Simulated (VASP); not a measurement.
# Mg2BeS3 (P-3m1) in VASP: a series of runs, part 2 of 2

VASP 6.6.1. The steps go on from the part before.

### 4 Relaxation of cell and atoms, PBE

This run uses another cell than the first one, of 19.09 Å³/atom.

The input, INCAR:

```
  PREC = Accurate
  ENCUT = 600
  EDIFF = 1E-7
  ISMEAR = 0
  SIGMA = 0.1
  LREAL = F
  LASPH = T
  NELM = 120
  ALGO = Normal
  ISIF = 3
  LWAVE = F
  LCHARG = F
  GGA = PE
  IBRION = 2
  NSW = 90
  EDIFFG = -0.04
  GGA_COMPAT = F
  NELMIN = 4
```

The input, KPOINTS:

```
regular mesh
0
Gamma
  6 6 2
```

The input, POSCAR:

```
Mg2BeS3
1.0
    3.7710593200      0.0000000000      0.0000000000
   -1.8855296600      3.2658331700      0.0000000000
    0.0000000000      0.0000000000      9.3026892500
Mg Be S
2 1 3
Direct
    0.3333333300      0.6666666700      0.6686666600
    0.6666666700      0.3333333300      0.3313333400
    0.0000000000      0.0000000000      0.0000000000
    0.3333333300      0.6666666700      0.1657571800
    0.6666666700      0.3333333300      0.8342428200
    0.0000000000      0.0000000000      0.5000000000
```

Launch:

```console
$ cat potpaw_PBE.64/Mg/POTCAR potpaw_PBE.64/Be/POTCAR potpaw_PBE.64/S/POTCAR > POTCAR
$ mpirun -np 1 vasp_std > vasp.out
```

Run time: 5.2 min. Hardware: 1 thread of Oxide Virtual Turin-like, shared host; peak memory 0.25 GiB.

It converged, with:

* Free energy: -25.5845 eV
* Relaxed volume: 15.93 Å³/atom
* Relaxed cell: a = 3.545 Å, b = 3.545 Å, c = 8.785 Å, α = 90.00°, β = 90.00°, γ = 120.00°
* Space group after relaxing (to 0.1 Å): P-3m1 (No. 164)
* Energy gained by relaxing: 157.0 meV/atom
* Ionic steps: 8
* Pressure after relaxing: 0.1 GPa
* Largest force after relaxing: 0.030 eV/Å
* Band gap on the k mesh: 2.17 eV (least direct gap 2.80 eV)

Forces on the atoms (eV/Å):
```
Mg   0.000  0.000 -0.018
Mg   0.000  0.000  0.018
Be   0.000  0.000  0.000
S    0.000  0.000 -0.030
S    0.000  0.000  0.030
S    0.000  0.000  0.000
```

Stress tensor (GPa, compression positive):
```
0.14 0.00 0.00
0.00 0.14 0.00
0.00 0.00 0.04
```

The path:
| step | energy change (eV) | largest force (eV/Å) | pressure (GPa) | volume (Å³) |
| --- | --- | --- | --- | --- |
| 1 | 0.0000 | 1.1403 | -9.71 | 114.57 |
| 2 | -0.7599 | 1.2035 | 0.10 | 96.43 |
| 3 | -0.7645 | 1.1986 | 1.29 | 95.07 |
| 4 | -0.8827 | 0.5483 | 0.99 | 94.93 |
| 5 | -0.9164 | 0.4712 | 0.94 | 94.80 |
| 6 | -0.9388 | 0.1504 | -0.47 | 96.29 |
| 7 | -0.9392 | 0.1022 | -0.68 | 96.53 |
| 8 | -0.9419 | 0.0297 | 0.10 | 95.60 |

Final structure:
```
Mg Be S
1.0
     3.54490    0.00000    0.00000
    -1.77245    3.06997    0.00000
     0.00000    0.00000    8.78489
Mg Be S
2 1 3
Direct
  0.33333 0.66667 0.67504
  0.66667 0.33333 0.32496
  0.00000 0.00000 0.00000
  0.33333 0.66667 0.14428
  0.66667 0.33333 0.85572
  0.00000 0.00000 0.50000
```

Levels at points of the mesh, in eV from the valence-band top:
| k point | band 9 | band 10 | band 11 | band 12 | band 13 | band 14 | band 15 | band 16 |
| --- | --- | --- | --- | --- | --- | --- | --- | --- |
| (0.00, 0.00, 0.00) | -0.40 | -0.05 | -0.05 | 0.00 | 3.90 | 4.21 | 5.13 | 5.32 |
| (0.50, 0.00, 0.00) | -2.01 | -1.39 | -1.17 | -0.63 | 2.17 | 4.30 | 4.50 | 4.89 |
| (0.00, 0.00, 0.50) | -0.25 | -0.25 | -0.12 | -0.12 | 4.13 | 4.98 | 5.17 | 5.29 |
| (0.50, 0.00, 0.50) | -2.18 | -1.38 | -0.52 | -0.43 | 2.84 | 3.47 | 4.39 | 5.40 |

Caveat: the volume moved by over 15 % at a fixed basis, so the end points are rough. A k mesh can miss the band edges.

### 5 Single point, PBE

The input, INCAR:

```
  ALGO = Normal
  EDIFF = 1E-6
  ENCUT = 600
  GGA = PE
  GGA_COMPAT = False
  ISIF = 2
  ISMEAR = 0
  LASPH = True
  LCHARG = True
  LELF = True
  LREAL = False
  LVHAR = True
  LWAVE = False
  NBANDS = 21
  NELM = 120
  PREC = Accurate
  SIGMA = 0.02
```

The input, KPOINTS:

```
k-points
0
Gamma
  12 12 4
```

The input, POSCAR:

```
Mg2BeS3
1.0
    3.5488980448      0.0000000000      0.0000000000
   -1.7744490224      3.0734358622      0.0000000000
    0.0000000000      0.0000000000      8.7968081302
Mg Be S
2 1 3
Direct
    0.3333333333      0.6666666667      0.6749944779
    0.6666666667      0.3333333333      0.3250055221
    0.0000000000      0.0000000000      0.0000000000
    0.3333333333      0.6666666667      0.1438525321
    0.6666666667      0.3333333333      0.8561474679
    0.0000000000      0.0000000000      0.5000000000
```

Launch:

```console
$ cat potpaw_PBE.64/Mg/POTCAR potpaw_PBE.64/Be/POTCAR potpaw_PBE.64/S/POTCAR > POTCAR
$ mpirun -np 1 vasp_std > vasp.out
```

Wall time 2.8 min (1 thread of Oxide Virtual Turin-like, shared host); peak memory 0.29 GiB.

The run converged. Its results:

```
Free energy            : -25.5925 eV
Pressure               : -0.2 GPa
Largest force          : 0.014 eV/Å
Band gap on the k mesh : 2.16 eV (least direct gap 2.78 eV)
```

Forces in eV/Å, atoms in the order of the input:
```
Mg   0.000  0.000 -0.002
Mg   0.000  0.000  0.002
Be   0.000  0.000  0.000
S    0.000  0.000  0.014
S    0.000  0.000 -0.014
S    0.000  0.000  0.000
```

Levels at points of the mesh, in eV from the valence-band top:
```csv
k point,band 8,band 9,band 10,band 11,band 12,band 13,band 14,band 15,band 16,band 17
"(0.00, 0.00, 0.00)",-0.40,-0.40,-0.06,-0.06,-0.01,3.86,4.19,5.11,5.32,5.32
"(0.50, 0.00, 0.00)",-2.16,-2.00,-1.39,-1.18,-0.62,2.16,4.29,4.50,4.87,6.10
"(0.00, 0.00, 0.50)",-0.50,-0.26,-0.26,-0.14,-0.14,4.12,4.95,5.12,5.28,5.28
"(0.50, 0.00, 0.50)",-2.59,-2.18,-1.39,-0.53,-0.43,2.83,3.45,4.37,5.38,5.96
```

A k mesh can miss the band edges.

### 6 Relaxation of cell and atoms, PBE

The input, INCAR:

```
SYSTEM = Mg2BeS3
ALGO = Normal
EDIFF = 1E-7
EDIFFG = -0.01
ENCUT = 600
GGA = PE
GGA_COMPAT = .FALSE.
IBRION = 2
ISIF = 3
ISMEAR = 0
LASPH = .TRUE.
LCHARG = .FALSE.
LREAL = .FALSE.
LWAVE = .FALSE.
NELM = 120
NELMIN = 4
NSW = 100
PREC = Accurate
SIGMA = 0.02
```

The input, KPOINTS:

```
k-points
0
G
  12 12 4
  0 0 0
```

The input, POSCAR:

```
Mg2BeS3
1.0
    3.5474265304      0.0000000000      0.0000000000
   -1.7737132652      3.0721614934      0.0000000000
    0.0000000000      0.0000000000      8.8145700293
Mg Be S
2 1 3
Direct
    0.3333333333      0.6666666667      0.6748964273
    0.6666666667      0.3333333333      0.3251035727
    0.0000000000      0.0000000000      0.0000000000
    0.3333333333      0.6666666667      0.1439687352
    0.6666666667      0.3333333333      0.8560312648
    0.0000000000      0.0000000000      0.5000000000
```

Potentials or basis: VASP PAW PBE potentials, release 64 (Mg, Be, S).

Launch:

```console
$ cat potpaw_PBE.64/Mg/POTCAR potpaw_PBE.64/Be/POTCAR potpaw_PBE.64/S/POTCAR > POTCAR
$ mpirun -np 1 vasp_std > vasp.out
```

OUTCAR:

```text
SYSTEM = Mg2BeS3
   EDIFF = 1E-7
   EDIFFG = -0.01
   ENCUT = 600
   GGA = PE
   IBRION = 2
   ISIF = 3
   ISMEAR = 0
   LASPH = .TRUE.
   LREAL = .FALSE.
   NELM = 120
   NELMIN = 4
   NSW = 100
   PREC = Accurate

 ion  position               nearest neighbor table
   1  0.333  0.667  0.675-   6 2.56   6 2.56   6 2.56   5 2.60   5 2.60   5 2.60
   2  0.667  0.333  0.325-   6 2.56   6 2.56   6 2.56   4 2.60   4 2.60   4 2.60
   3  0.000  0.000  0.000-   4 2.41   5 2.41   5 2.41   4 2.41   5 2.41   4 2.41
   4  0.333  0.667  0.144-   3 2.41   3 2.41   3 2.41   2 2.60   2 2.60   2 2.60
   5  0.667  0.333  0.856-   3 2.41   3 2.41   3 2.41   1 2.60   1 2.60   1 2.60
   6  0.000  0.000  0.500-   1 2.56   2 2.56   2 2.56   1 2.56   2 2.56   1 2.56

  LATTYP: Found a hexagonal cell.
 ALAT       =     3.5474265304
 C/A-ratio  =     2.4847787414

  Lattice vectors:

 A1 = (   3.5474265304,   0.0000000000,   0.0000000000)
 A2 = (  -1.7737132652,   3.0721614934,   0.0000000000)
 A3 = (   0.0000000000,   0.0000000000,   8.8145700293)

Analysis of symmetry for initial positions (statically):
=====================================================================
 Subroutine PRICEL returns:
 Original cell was already a primitive cell.

 Routine SETGRP: Setting up the symmetry group for a
 hexagonal supercell.
[... 184 lines left out ...]
  Total       -0.1290557     -0.1290557     -0.3419409     -0.0000000      0.0000000      0.0000000
  in kB       -2.1524300     -2.1524300     -5.7029957     -0.0000000      0.0000000      0.0000000
  external PRESSURE =      -3.3359519 kB  Pullay stress =       0.0000000 kB
[... 67 lines left out ...]
--------------------------------------- Ionic step        3  -------------------------------------------

 number of electron      23.9999999 magnetization

 Free energy of the ion-electron system (eV)
  ---------------------------------------------------
  ext. energy  EPLUGINS =         0.00000000
  ---------------------------------------------------
  free energy    TOTEN  =       -25.59268592 eV

  energy without entropy =      -25.59268592  energy(sigma->0) =      -25.59268592

 E-fermi :   4.5562     XC(G=0):  -9.9366

 val. band max:        4.4333651548   @ k =   0.0833   0.0000   0.2500
 cond. band min:       6.5939997113   @ k =   0.5000  -0.0000   0.0000
 fundamental gap:      2.1606345565
 Fermi energy:         4.5562497828

 k-point     1 :       0.0000    0.0000    0.0000
  band No.  band energies     occupation
      1      -8.8941      2.00000
      2      -7.9602      2.00000
      3      -7.5458      2.00000
      4       0.0517      2.00000
      5       0.1554      2.00000
      6       3.9982      2.00000
[... 433 lines left out ...]
      3      -7.1764      2.00000
      4      -0.4334      2.00000
      5       1.1329      2.00000
      6       2.5229      2.00000
[... 8 lines left out ...]
     15      10.1775      0.00000
     16      10.3337      0.00000

 [... further k-points ...]

------------------------ aborting loop because EDIFF is reached ----------------------------------------

  FORCE on cell =-STRESS in cart. coord.  units (eV):
  Direction    XX          YY          ZZ          XY          YZ          ZX
  --------------------------------------------------------------------------------------
  -------------------------------------------------------------------------------------
  Total        0.0453958      0.0453958     -0.0325799      0.0000000      0.0000000      0.0000000
  in kB        0.7604295      0.7604295     -0.5457494      0.0000000      0.0000000      0.0000000
  external PRESSURE =       0.3250365 kB  Pullay stress =       0.0000000 kB
[... 21 lines left out ...]
  FREE ENERGIE OF THE ION-ELECTRON SYSTEM (eV)
  ---------------------------------------------------
  free  energy   TOTEN  =       -25.5926859220 eV

  energy  without entropy=      -25.5926859220  energy(sigma->0) =      -25.59268592

 reached required accuracy - stopping structural energy minimisation
```

OSZICAR:

```text
N       E                     dE             d eps       ncg     rms          rms(c)
DAV:   1     0.115223898522E+03    0.11522E+03   -0.11204E+04  2208   0.143E+03
[... 24 lines left out ...]
       N       E                     dE             d eps       ncg     rms          rms(c)
DAV:   1    -0.255927056056E+02   -0.25887E-04   -0.41796E-04  2528   0.123E-01    0.332E-02
DAV:   2    -0.255926898193E+02    0.15786E-04   -0.41577E-05  2832   0.355E-02    0.119E-02
DAV:   3    -0.255926872499E+02    0.25693E-05   -0.11177E-05  2992   0.165E-02    0.592E-03
DAV:   4    -0.255926868411E+02    0.40881E-06   -0.29363E-07  2744   0.336E-03    0.440E-03
DAV:   5    -0.255926858956E+02    0.94557E-06   -0.17379E-07  2216   0.268E-03    0.414E-04
DAV:   6    -0.255926859220E+02   -0.26480E-07   -0.19953E-08  1496   0.996E-04
   3 F= -.25592686E+02 E0= -.25592686E+02  d E =-.551539E-03
```

Run time: 4.7 min. Hardware: 1 thread of Oxide Virtual Turin-like, shared host; peak memory 0.29 GiB.

Results:

```
Free energy                           : -25.5927 eV
Relaxed volume                        : 15.94 Å³/atom
Relaxed cell                          : a = 3.544 Å, b = 3.544 Å, c = 8.793 Å, α = 90.00°, β = 90.00°, γ = 120.00°
Space group after relaxing (to 0.1 Å) : P-3m1 (No. 164)
Energy gained by relaxing             : 0.1 meV/atom
Ionic steps                           : 3
Pressure after relaxing               : 0.0 GPa
Band gap on the k mesh                : 2.16 eV (least direct gap 2.79 eV)
```

Forces in eV/Å, atoms in the order of the input:
```
Mg   0.000  0.000  0.003
Mg   0.000  0.000 -0.003
Be   0.000  0.000  0.000
S    0.000  0.000  0.002
S    0.000  0.000 -0.002
S    0.000  0.000  0.000
```

Step by step:
| step | energy change (eV) | largest force (eV/Å) | pressure (GPa) | volume (Å³) |
| --- | --- | --- | --- | --- |
| 1 | 0.0000 | 0.0043 | -0.33 | 96.06 |
| 2 | -0.0005 | 0.0023 | 0.07 | 95.60 |
| 3 | -0.0006 | 0.0026 | 0.03 | 95.65 |

Final structure:
```xyz
6
Lattice="3.5441 0.0000 0.0000 -1.7721 3.0693 0.0000 0.0000 0.0000 8.7927" Properties=species:S:1:pos:R:3 pbc="T T T"
Mg    0.0000    2.0462    5.9344
Mg    1.7721    1.0231    2.8584
Be    0.0000    0.0000    0.0000
S     0.0000    2.0462    1.2660
S     1.7721    1.0231    7.5268
S     0.0000    0.0000    4.3964
```

Levels at points of the mesh, in eV from the valence-band top:
```csv
k point,band 10,band 11,band 12,band 13,band 14,band 15
"(0.00, 0.00, 0.00)",-0.06,-0.06,-0.02,3.88,4.20,5.12
"(0.50, 0.00, 0.00)",-1.40,-1.19,-0.63,2.16,4.28,4.50
"(0.00, 0.00, 0.50)",-0.26,-0.14,-0.14,4.13,4.97,5.14
"(0.50, 0.00, 0.50)",-1.39,-0.54,-0.44,2.84,3.45,4.37
```

A k mesh can miss the band edges.

### 7 Summary

| task | cell | k mesh | smearing | gap on the mesh (eV) | pressure (GPa) | relaxed volume (Å³/atom) | largest force (eV/Å) |
| --- | --- | --- | --- | --- | --- | --- | --- |
| single point | a = 3.547, b = 3.547, c = 8.815 Å, angles 90.0, 90.0, 120.0°, 6 atoms, atomic positions A | 6 × 6 × 2 | gaussian 0.1 eV | 2.16 | -0.3 | - | 0.01 |
| single point | a = 3.771, b = 3.771, c = 9.303 Å, angles 90.0, 90.0, 120.0°, 6 atoms, atomic positions B | 6 × 6 × 2 | gaussian 0.1 eV | 1.74 | -9.7 | - | 1.14 |
| relaxation of cell and atoms | relaxed from a = 3.771, b = 3.771, c = 9.303 Å, angles 90.0, 90.0, 120.0°, 6 atoms, atomic positions B | 6 × 6 × 2 | gaussian 0.1 eV | 2.17 | 0.1 | 15.93 | 0.03 |
| single point | a = 3.549, b = 3.549, c = 8.797 Å, angles 90.0, 90.0, 120.0°, 6 atoms, atomic positions C | 12 × 12 × 4 | gaussian 0.02 eV | 2.16 | -0.2 | - | 0.01 |
| relaxation of cell and atoms | relaxed from a = 3.547, b = 3.547, c = 8.815 Å, angles 90.0, 90.0, 120.0°, 6 atoms, atomic positions A | 12 × 12 × 4 | gaussian 0.02 eV | 2.16 | 0.0 | 15.94 | - |

Alike in all rows: level PBE; potentials or basis VASP PAW PBE potentials, release 64 (Mg, Be, S); no spin polarisation; cutoff (eV) 600.

Caveats: the cell stands under tension (at least some runs); forces of over 1 eV/Å act on the atoms, so gaps and moduli don't describe the material at rest (at least some runs); the volume moved by over 15 % at a fixed basis, so the end points are rough (at least some runs).

Absolute energies hang on the potentials; compare differences alone.
